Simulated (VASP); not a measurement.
## SiNi: single point with PBEsol

SiNi:

```
Si Ni
1.0
    -6.29052   -0.00001   -0.00002
    -3.14525   -3.14432    4.63537
    -3.14524    3.14352    4.63483
Si Ni
8 8
Direct
  0.83156 0.66959 0.16733
  0.81524 0.18507 0.68262
  0.33170 0.16947 0.66723
  0.95336 0.04790 0.09270
  0.95339 0.59516 0.54543
  0.40511 0.04682 0.09374
  0.40510 0.59618 0.54436
  0.55214 0.44765 0.94501
  0.31625 0.68385 0.18139
  0.08178 0.41991 0.91743
  0.05560 0.94448 0.44196
  0.58138 0.91993 0.41756
  0.17385 0.82732 0.81601
  0.17400 0.31837 0.32494
  0.68179 0.82585 0.81737
  0.68166 0.31974 0.32345
```

- Program: VASP 6.6.1
- Task: single point
- Functional: PBEsol
- Potentials or basis: VASP PAW PBE potentials, release 64 (Si, Ni)
- Cutoff: 520 eV
- k mesh: 8 × 5 × 6
- Occupations: gaussian, width 0.1 eV
- Spin: no spin polarisation
- Dipole correction: no
- Further INCAR settings: LREAL = Auto; ALGO = Fast; EDIFF = 1e-07; NBANDS = 70

```json
{
 "Pressure": "0.1 GPa",
 "Largest force": "0.089 eV/Å",
 "Band gap on the k mesh": "zero (bands 56 and 57 overlap by 0.62 eV)"
}
```

Forces on the atoms (eV/Å):
```
Si  -0.006 -0.007 -0.051
Si   0.006 -0.003 -0.002
Si  -0.002 -0.006 -0.036
Si  -0.044  0.049 -0.001
Si  -0.049 -0.044  0.001
Si   0.044  0.041 -0.001
Si   0.052 -0.040 -0.001
Si  -0.005  0.005  0.089
Ni  -0.004 -0.004 -0.010
Ni   0.009  0.004 -0.013
Ni  -0.002  0.007  0.034
Ni   0.010  0.007 -0.014
Ni   0.004 -0.016  0.000
Ni   0.008  0.013  0.003
Ni  -0.012 -0.019  0.001
Ni  -0.008  0.014  0.002
```

Stress tensor (GPa, compression positive):
```
-0.21 -0.04  0.03
-0.04 -0.24  0.07
 0.03  0.07  0.73
```

Levels at points of the mesh, in eV from the Fermi level:
```
           k point  band 53  band 54  band 55  band 56  band 57  band 58  band 59  band 60
(0.00, 0.00, 0.00)    -1.32    -1.32    -0.62    -0.16    -0.15     1.06     1.59     2.34
(0.50, 0.00, 0.00)    -1.39    -1.18    -0.43    -0.31     0.58     0.59     1.16     1.30
(0.00, 0.00, 0.50)    -1.39    -1.17    -0.42    -0.31     0.58     0.60     1.17     1.30
(0.50, 0.00, 0.50)    -1.33    -1.07    -0.58    -0.25     0.05     0.09     0.50     0.53
```

Run time: 100 min on 1 thread of Oxide Virtual Turin-like Processor, with other jobs on the host, peak memory 0.93 GiB.

Caveat: the PAW data sets were made with another functional, which shifts forces and pressure a little. Spin polarisation is off, so any magnetic state and its effect on volume and gap are missing.
